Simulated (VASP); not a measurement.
# Zn (Fm-3m) in VASP: further runs

The runs below take Zn through vibrations by perturbation theory, elastic constants, electric field gradients, with PBEsol, LDA, revPBE+D3(BJ).

All numbers are computed with VASP 6.6.1; they aren't measurements. Logs are shortened: lines on timing, memory, paths and dates and some standing lists are left out, and cuts for length are marked.

### Step 1. The cell of the first run

It takes space group Fm-3m (No. 225, cubic). The conventional cell has a = 3.930 Å, b = 3.930 Å, c = 3.930 Å, α = 90.00°, β = 90.00°, γ = 90.00°. Zn (site symmetry m-3m) has 12 Zn at 2.78 Å within 3.7 Å.

### Step 2. Vibrations by perturbation theory, PBEsol

The input, INCAR:

```
ALGO = Normal
EDIFF = 1E-8
ENCUT = 520
GGA = PS
IBRION = 8
ISIF = 2
ISMEAR = -1
LASPH = T
LCHARG = F
LREAL = F
LWAVE = F
NBANDS = 12
NELM = 80
NSW = 1
PREC = Accurate
SIGMA = 0.05
```

The input, KPOINTS:

```
k-points
0
Gamma
  9 9 9
```

The input, POSCAR:

```
Zn
1.0
    0.0000000000      1.9647760000      1.9647760000
    1.9647760000      0.0000000000      1.9647760000
    1.9647760000      1.9647760000      0.0000000000
Zn
1
Direct
    0.0000000000      0.0000000000      0.0000000000
```

Potentials or basis: VASP PAW PBE potentials, release 64 (Zn).

On the command line:

```
$ cat potpaw_PBE.64/Zn/POTCAR > POTCAR
$ mpirun -np 1 vasp_std > vasp.out
```

OUTCAR:

```text
EDIFF = 1E-8
   ENCUT = 520
   GGA = PS
   IBRION = 8
   ISIF = 2
   ISMEAR = -1
   LASPH = T
   LREAL = F
   NELM = 80
   NSW = 1
   PREC = Accurate

 ion  position               nearest neighbor table
   1  0.000  0.000  0.000-

  LATTYP: Found a face centered cubic cell.
 ALAT       =     3.9295520000

  Lattice vectors:

 A1 = (   0.0000000000,   1.9647760000,   1.9647760000)
 A2 = (   1.9647760000,   0.0000000000,   1.9647760000)
 A3 = (   1.9647760000,   1.9647760000,   0.0000000000)

Analysis of symmetry for initial positions (statically):
=====================================================================
 Subroutine PRICEL returns:
 Original cell was already a primitive cell.

 Routine SETGRP: Setting up the symmetry group for a
 face centered cubic supercell.

 Subroutine GETGRP returns: Found 48 space group operations
 (whereof 48 operations were pure point group operations)
 out of a pool of 48 trial point group operations.

The static configuration has the point symmetry O_h .

Analysis of symmetry for dynamics (positions and initial velocities):
=====================================================================
 Subroutine PRICEL returns:
 Original cell was already a primitive cell.

 Routine SETGRP: Setting up the symmetry group for a
 face centered cubic supercell.

 Subroutine GETGRP returns: Found 48 space group operations
 (whereof 48 operations were pure point group operations)
 out of a pool of 48 trial point group operations.

The dynamic configuration has the point symmetry O_h .

 Subroutine INISYM returns: Found 48 space group operations
 (whereof 48 operations are pure point group operations),
 and found     1 'primitive' translations

----------------------------------------------------------------------------------------

                                     Primitive cell

  volume of cell :      15.1694

  direct lattice vectors                    reciprocal lattice vectors
     0.000000000  1.964776000  1.964776000    -0.254481936  0.254481936  0.254481936
     1.964776000  0.000000000  1.964776000     0.254481936 -0.254481936  0.254481936
     1.964776000  1.964776000  0.000000000     0.254481936  0.254481936 -0.254481936

  length of vectors
     2.778612866  2.778612866  2.778612866     0.440775643  0.440775643  0.440775643

  position of ions in fractional coordinates (direct lattice)
     0.000000000  0.000000000  0.000000000

  ion indices of the primitive-cell ions
   primitive index   ion index
                 1           1

----------------------------------------------------------------------------------------

 KPOINTS: k-points

Automatic generation of k-mesh.
 Grid dimensions read from file:
 generate k-points for:    9    9    9

 Generating k-lattice:

  Cartesian coordinates                     Fractional coordinates (reciprocal lattice)
    -0.028275771  0.028275771  0.028275771     0.111111111  0.000000000  0.000000000
     0.028275771 -0.028275771  0.028275771     0.000000000  0.111111111  0.000000000
     0.028275771  0.028275771 -0.028275771     0.000000000  0.000000000  0.111111111

  Length of vectors
     0.048975071  0.048975071  0.048975071

  Shift w.r.t. Gamma in fractional coordinates (k-lattice)
     0.000000000  0.000000000  0.000000000

 Subroutine IBZKPT returns following result:
 ===========================================

 Found     35 irreducible k-points:

 Following reciprocal coordinates:
            Coordinates               Weight
  0.000000  0.000000  0.000000      1.000000
  0.111111  0.000000  0.000000      8.000000
  0.222222  0.000000  0.000000      8.000000
[... 51 lines left out ...]
   NELECT =      12.0000    total number of electrons
   NUPDOWN=      -1.0000    fix difference up-down
   EMIN   =  10.00;   EMAX   =-10.00  energy-range for DOS
   EFERMI =   0.00;   METHOD = LEGACY
   ISMEAR =    -1;   SIGMA  =   0.05  broadening in eV -4-tet -1-fermi 0-gaus
   EFERMI_NEDOS =   21; number of points for ismear=-14 and -15
   IALGO  =     38    algorithm
   IMIX   =      4    mixing-type and parameters
     AMIX     =   0.40;   BMIX     =  1.00
     AMIX_MAG =   1.60;   BMIX_MAG =  1.00
  volume/ion in A,a.u.               =      15.17       102.37
  Fermi-wavevector in a.u.,A,eV,Ry     =   1.514069  2.861175 31.190044  2.292404
  Thomas-Fermi vector in A             =   2.623775
   LORBIT       =      0    0 simple, 1 ext, 2 COOP (PROOUT), +10 PAW based schemes
   GGA     = PS    functional components
[... 5 lines left out ...]
 non-spin polarized calculation
  energy-cutoff  :      520.00
  volume of cell :       15.17
 maximum number of plane-waves:       419
 NGX is ok and might be reduce to    24
   NGX = 11   NGY = 11   NGZ = 11

--------------------------------------- Ionic step        1  -------------------------------------------

 number of electron      12.0000008 magnetization

 Free energy of the ion-electron system (eV)
  ---------------------------------------------------
  ext. energy  EPLUGINS =         0.00000000
  ---------------------------------------------------
  free energy    TOTEN  =        -1.53485695 eV

  energy without entropy =       -1.53212745  energy(sigma->0) =       -1.53349220

 E-fermi :   2.7990     XC(G=0): -11.7246

 val. band max:        2.7485813446   @ k =  -0.4444   0.2222   0.0000
 cond. band min:       3.0717220177   @ k =  -0.3333   0.4444   0.2222
 fundamental gap:      0.3231406731
 Fermi energy:         2.7990021305

 k-point     1 :       0.0000    0.0000    0.0000
  band No.  band energies     occupation
      1      -7.4583      2.00000
      2      -4.6744      2.00000
      3      -4.6744      2.00000
      4      -4.6744      2.00000
      5      -4.2911      2.00000
      6      -4.2911      2.00000
      7      21.1528      0.00000
      8      21.1528      0.00000
      9      21.1528      0.00000
     10      21.8257      0.00000
     11      23.9358      0.00000
     12      23.9358      0.00000
[... 331 lines left out ...]
 k-point    24 :       0.4444    0.4444    0.0000
  band No.  band energies     occupation
      1      -5.3481      2.00000
      2      -5.2705      2.00000
      3      -4.0281      2.00000
      4      -3.9614      2.00000
      5      -3.9614      2.00000
      6       0.7526      2.00000
      7       6.0153      0.00000
      8      11.4754      0.00000
      9      11.4754      0.00000
     10      15.0804      0.00000
     11      16.2195      0.00000
     12      38.5933      0.00000

 [... further k-points ...]
[... 5 lines left out ...]
  --------------------------------------------------------------------------------------
  -------------------------------------------------------------------------------------
  Total       -0.4315699     -0.4315699     -0.4315699      0.0000000      0.0000000     -0.0000000
  in kB      -45.5819175    -45.5819175    -45.5819175      0.0000000      0.0000000     -0.0000000
  external PRESSURE =     -45.5819175 kB  Pullay stress =       0.0000000 kB

 VOLUME and BASIS-vectors are now :
 -----------------------------------------------------------------------------
  energy-cutoff  :      520.00
  volume of cell :       15.17
      direct lattice vectors                 reciprocal lattice vectors
     0.000000000  1.964776000  1.964776000    -0.254481936  0.254481936  0.254481936
     1.964776000  0.000000000  1.964776000     0.254481936 -0.254481936  0.254481936
     1.964776000  1.964776000  0.000000000     0.254481936  0.254481936 -0.254481936

 POSITION                                       TOTAL-FORCE (eV/Angst)
 -----------------------------------------------------------------------------------
      0.00000      0.00000      0.00000        -0.000000      0.000000      0.000000
 -----------------------------------------------------------------------------------
    total drift:                               -0.000000     -0.000000     -0.000000

  FREE ENERGIE OF THE ION-ELECTRON SYSTEM (eV)
  ---------------------------------------------------
  free  energy   TOTEN  =        -1.5348569526 eV

  energy  without entropy=       -1.5321274528  energy(sigma->0) =       -1.53349220

[... ionic steps 2 to 3 ...]

--------------------------------------- Ionic step        4  -------------------------------------------

 Free energy of the ion-electron system (eV)
  ---------------------------------------------------
  ---------------------------------------------------
  free energy    TOTEN  =        -0.20066793 eV

  energy without entropy =       -0.20066793

------------------------ aborting loop because EDIFF is reached ----------------------------------------

 INTERNAL STRAIN TENSOR  FOR ION    1  DIRECTION 1   (eV/Angst):
 -----------------------------------------------------------------------------
    -0.00169 -0.00000  0.00000
    -0.00000 -0.00184  0.00000
     0.00000  0.00000 -0.00184

 INTERNAL STRAIN TENSOR FOR ION    1 for displacements in x,y,z  (eV/Angst):
          X           Y           Z          XY          YZ          ZX
  --------------------------------------------------------------------------------
  x     0.00000     0.00000     0.00000     0.00000     0.00000     0.00000
  y     0.00000     0.00000     0.00000     0.00000     0.00000     0.00000
  z     0.00000     0.00000     0.00000     0.00000     0.00000     0.00000

 SECOND DERIVATIVES (NOT SYMMETRIZED)
 ------------------------------------
               1X          1Y          1Z
  1X    -0.044574    0.000000    0.000000
  1Y     0.000000   -0.044574    0.000000
  1Z     0.000000    0.000000   -0.044574

 Eigenvectors and eigenvalues of the dynamical matrix
 ----------------------------------------------------

   1 f  =    0.408164 THz     2.564570 2PiTHz   13.614886 cm-1     1.688030 meV
             X         Y         Z           dx          dy          dz
      0.000000  0.000000  0.000000     1.000000    0.000000    0.000000

   2 f  =    0.408164 THz     2.564570 2PiTHz   13.614886 cm-1     1.688030 meV
             X         Y         Z           dx          dy          dz
      0.000000  0.000000  0.000000     0.000000    1.000000    0.000000

   3 f  =    0.408164 THz     2.564570 2PiTHz   13.614886 cm-1     1.688030 meV
             X         Y         Z           dx          dy          dz
      0.000000  0.000000  0.000000     0.000000    0.000000    1.000000

--------------------------------------------------------------------------------------------------------

 ELASTIC MODULI CONTR FROM IONIC RELAXATION (kBar)
 Direction    XX          YY          ZZ          XY          YZ          ZX
 --------------------------------------------------------------------------------
 XX           0.0000      0.0000      0.0000      0.0000      0.0000      0.0000
 YY           0.0000      0.0000      0.0000      0.0000      0.0000      0.0000
 ZZ           0.0000      0.0000      0.0000      0.0000      0.0000      0.0000
 XY           0.0000      0.0000      0.0000      0.0000      0.0000      0.0000
 YZ           0.0000      0.0000      0.0000      0.0000      0.0000      0.0000
 ZX           0.0000      0.0000      0.0000      0.0000      0.0000      0.0000
 --------------------------------------------------------------------------------
```

It took 51 s on 1 thread of Intel Xeon 8259CL, shared host; peak memory 0.16 GiB.

Caveat: the PAW data sets were made with another functional, which shifts forces and pressure a little.

### Step 3. Elastic constants, PBEsol

The input, INCAR:

```
ALGO = Normal
EDIFF = 1E-8
ENCUT = 600
GGA = PS
IBRION = 6
ISIF = 3
ISMEAR = -1
LASPH = True
LCHARG = False
LREAL = False
LWAVE = False
NBANDS = 12
NELM = 100
NFREE = 2
NSW = 1
POTIM = 0.015
PREC = Accurate
SIGMA = 0.05
```

KPOINTS is that of step 2.

POSCAR is that of step 2.

Potentials or basis: VASP PAW PBE potentials, release 64 (Zn).

On the command line:

```
$ cat potpaw_PBE.64/Zn/POTCAR > POTCAR
$ mpirun -np 1 vasp_std > vasp.out
```

Wall time 7.2 min (1 thread of Intel Xeon 8259CL, shared host); peak memory 0.2 GiB.

It converged, with:

* Elastic constants C11, C12, C44: 149, 25, -22 GPa
* Voigt bulk modulus: 66 GPa

Elastic tensor in Voigt notation (GPa, in the Cartesian axes of the cell as first typed):
```
149  25  25   0   0   0
 25 149  25   0   0   0
 25  25 149   0   0   0
  0   0   0 -22   0   0
  0   0   0   0 -22   0
  0   0   0   0   0 -22
```

Clamped-ion elastic tensor (GPa):
```
149  25  25   0   0   0
 25 149  25   0   0   0
 25  25 149   0   0   0
  0   0   0 -22   0   0
  0   0   0   0 -22   0
  0   0   0   0   0 -22
```

Caveat: the cell is under stress, which shifts elastic constants; the elastic tensor has a negative eigenvalue, so either the cell is unstable as it stands or the mesh is too thin; the PAW data sets were made with another functional, which shifts forces and pressure a little.

### Step 4. Electric field gradients, LDA

The input, INCAR:

```
SYSTEM = Zn
  PREC = Accurate
  ENCUT = 400
  EDIFF = 1E-8
  ISMEAR = -1
  SIGMA = 0.01
  LREAL = .False.
  LASPH = .True.
  NELM = 120
  ALGO = Normal
  ISIF = 2
  LWAVE = .False.
  LCHARG = .False.
  GGA = CA
  LEFG = .True.
  NBANDS = 12
  GGA_COMPAT = .False.
```

The input, KPOINTS:

```
Automatic mesh
0
Gamma
  7 7 7
  0 0 0
```

POSCAR is that of step 3.

Potentials or basis: VASP PAW LDA potentials, release 64 (Zn).

On the command line:

```
$ cat potpaw_LDA.64/Zn/POTCAR > POTCAR
$ mpirun -np 1 vasp_std > vasp.out
```

OUTCAR:

```text
SYSTEM = Zn
   PREC = Accurate
   ENCUT = 400
   EDIFF = 1E-8
   ISMEAR = -1
   LREAL = .False.
   LASPH = .True.
   NELM = 120
   ISIF = 2
   GGA = CA

 ion  position               nearest neighbor table
   1  0.000  0.000  0.000-

  LATTYP: Found a face centered cubic cell.
 ALAT       =     3.9295520000

  Lattice vectors:

 A1 = (   0.0000000000,   1.9647760000,   1.9647760000)
 A2 = (   1.9647760000,   0.0000000000,   1.9647760000)
 A3 = (   1.9647760000,   1.9647760000,   0.0000000000)

[... 497 lines left out ...]
    total drift:                                0.000000     -0.000000      0.000000

  FREE ENERGIE OF THE ION-ELECTRON SYSTEM (eV)
  ---------------------------------------------------
  free  energy   TOTEN  =        -1.8544689941 eV

  energy  without entropy=       -1.8544689941  energy(sigma->0) =       -1.85446899

 Electric field gradients (V/A^2)
---------------------------------------------------------------------
 ion       V_xx      V_yy      V_zz      V_xy      V_xz      V_yz
---------------------------------------------------------------------
   1      -0.000     0.000    -0.000     0.004     0.004     0.004
---------------------------------------------------------------------

 Electric field gradients after diagonalization (V/A^2)
 (convention: |V_zz| > |V_xx| > |V_yy|)
----------------------------------------------------------------------
 ion       V_xx      V_yy      V_zz     asymmetry (V_yy - V_xx)/ V_zz
----------------------------------------------------------------------
   1      -0.004    -0.004     0.007       0.000
----------------------------------------------------------------------

           NMR quadrupolar parameters

 Cq : quadrupolar parameter    Cq=e*Q*V_zz/h
 eta: asymmetry parameters     (V_yy - V_xx)/ V_zz
 Q  : nuclear electric quadrupole moment in mb (millibarn)
----------------------------------------------------------------------
 ion       Cq(MHz)       eta       Q (mb)
----------------------------------------------------------------------
   1       0.000       0.000       1.000
----------------------------------------------------------------------
```

OSZICAR:

```text
N       E                     dE             d eps       ncg     rms          rms(c)
DAV:   1     0.376628639493E+02    0.37663E+02   -0.56197E+03   496   0.133E+03
DAV:   2    -0.889133245486E+00   -0.38552E+02   -0.34905E+02   492   0.189E+02
DAV:   3    -0.197272638460E+01   -0.10836E+01   -0.10813E+01   548   0.335E+01
DAV:   4    -0.197506007585E+01   -0.23337E-02   -0.23336E-02   580   0.145E+00
DAV:   5    -0.197506192250E+01   -0.18466E-05   -0.18466E-05   552   0.409E-02    0.278E+00
DAV:   6    -0.186657667842E+01    0.10849E+00   -0.55103E-01   584   0.150E+01    0.210E+00
DAV:   7    -0.185825896623E+01    0.83177E-02   -0.11524E-02   540   0.213E+00    0.106E+00
DAV:   8    -0.185447722833E+01    0.37817E-02   -0.14933E-03   648   0.492E-01    0.287E-02
DAV:   9    -0.185446923026E+01    0.79981E-05   -0.76980E-05   716   0.134E-01    0.208E-02
DAV:  10    -0.185446899648E+01    0.23378E-06   -0.66042E-06   540   0.441E-02    0.839E-04
DAV:  11    -0.185446899411E+01    0.23661E-08   -0.65934E-08   608   0.365E-03
   1 F= -.18544690E+01 E0= -.18544690E+01  d E =-.576840E-16
```

It took 1.8 s on 1 thread of AMD EPYC 9R45 (Zen 5), shared host; peak memory 0.08 GiB.

What came out:

```yaml
Free_energy: -1.8545 eV
Pressure: -9.4 GPa
Band_gap_on_the_k_mesh: zero (band 6 reaches 3.77 eV, above the bottom of band 7 at 2.16 eV)
```

Levels at points of the mesh, in eV from the Fermi level:
| k point | band 2 | band 3 | band 4 | band 5 | band 6 | band 7 | band 8 | band 9 | band 10 | band 11 |
| --- | --- | --- | --- | --- | --- | --- | --- | --- | --- | --- |
| (0.00, 0.00, 0.00) | -7.65 | -7.65 | -7.65 | -7.26 | -7.26 | 18.16 | 18.16 | 18.16 | 19.09 | 21.11 |

Caveat: the k points lie up to 0.40 Å⁻¹ apart; without QUAD_EFG the Cq values of the log hold for a quadrupole moment of 1 mb, not for the nuclei.

(Part 1 of 2 ends here.)
